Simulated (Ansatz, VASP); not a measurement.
# Two plane-wave programs on Si3Sn

Contents of POSCAR:

```
Si3Sn
1.0
    4.0977997297      0.0000000000      0.0000000000
    0.0000000000      4.0977997297      0.0000000000
    0.0000000000      0.0000000000      5.6800969741
Si Sn
3 1
Direct
    0.5000000000      0.0000000000      0.7744596749
    0.5000000000      0.5000000000      0.0000000000
    0.0000000000      0.5000000000      0.2255403251
    0.0000000000      0.0000000000      0.5000000000
```

INCAR.step1

```
SYSTEM = Si3Sn
  PREC = Accurate
  ENCUT = 400
  EDIFF = 1E-5
  ISMEAR = 0
  SIGMA = 0.01
  LREAL = .FALSE.
  LASPH = .TRUE.
  NELM = 120
  ALGO = Normal
  ISIF = 2
  LWAVE = .TRUE.
  GGA = PE
  NBANDS = 21
  GGA_COMPAT = .FALSE.
```

Contents of INCAR.step2:

```
SYSTEM = Si3Sn
  PREC = Accurate
  ENCUT = 400
  EDIFF = 1E-6
  ISMEAR = 0
  SIGMA = 0.01
  LREAL = .FALSE.
  LASPH = .TRUE.
  NELM = 120
  ALGO = Normal
  ISIF = 2
  LWAVE = .FALSE.
  LCHARG = .TRUE.
  GGA = PE
  LHFCALC = .TRUE.
  HFSCREEN = 0.2079
  PRECFOCK = Normal
  LELF = .TRUE.
  LVHAR = .TRUE.
  ISTART = 1
  NBANDS = 21
  GGA_COMPAT = .FALSE.
```

KPOINTS

```
regular mesh
0
G
  4 4 4
  0 0 0
```

Input for Ansatz:

```yaml
crystal:
  lattice:
    - [4.0977997297, 0.0, 0.0]
    - [0.0, 4.0977997297, 0.0]
    - [0.0, 0.0, 5.6800969741]
  atoms:
    - { symbol: Si, position: [0.5, 0.0, 0.7744596749] }
    - { symbol: Si, position: [0.5, 0.5, 0.0] }
    - { symbol: Si, position: [0.0, 0.5, 0.2255403251] }
    - { symbol: Sn, position: [0.0, 0.0, 0.5] }
kpoints:
  mp_grid: { grid: [4, 4, 4] }
  band_path:
    path:
      - [0.0, 0.0, 0.0]
      - [0.0, 0.5, 0.0]
      - [0.5, 0.5, 0.0]
      - [0.0, 0.0, 0.5]
      - [0.0, 0.5, 0.5]
      - [0.5, 0.5, 0.5]
    npoints: 1
hamiltonian:
  xc: hse06
scf:
  occupations: { method: fixed }
  n_extra_bands: 5
output:
  forces: true
  stress: true
  eigenvalues: true
```

Change from the starting cell: epitaxial_xy strain +1.5%.

Alike in both runs: task single point; functional HSE06; k mesh 4 × 4 × 4; no spin polarisation.

```csv
,VASP,Ansatz
version,VASP 6.6.1,Ansatz 0.2.0
potentials or method,"VASP PAW PBE potentials, release 64 (Si, Sn_d)","plane waves, PAW"
plane-wave cutoff (eV),400,420
occupations,"gaussian, width 0.01 eV",fixed
valence electrons in the cell,26,26
```

VASP gave:

- gap on the k mesh at the Fermi level (eV): 0.91
- pressure (GPa): -1.8
- traceless stress, the component that is largest in VASP (GPa): 0.83

Q: Estimate Ansatz's values.

A: gap on the k mesh at the Fermi level (eV): 0.90; pressure (GPa): -1.6; traceless stress, the component that is largest in VASP (GPa): 0.81.

Ansatz's warnings: stress exchange threshold loose, stress scf threshold loose.
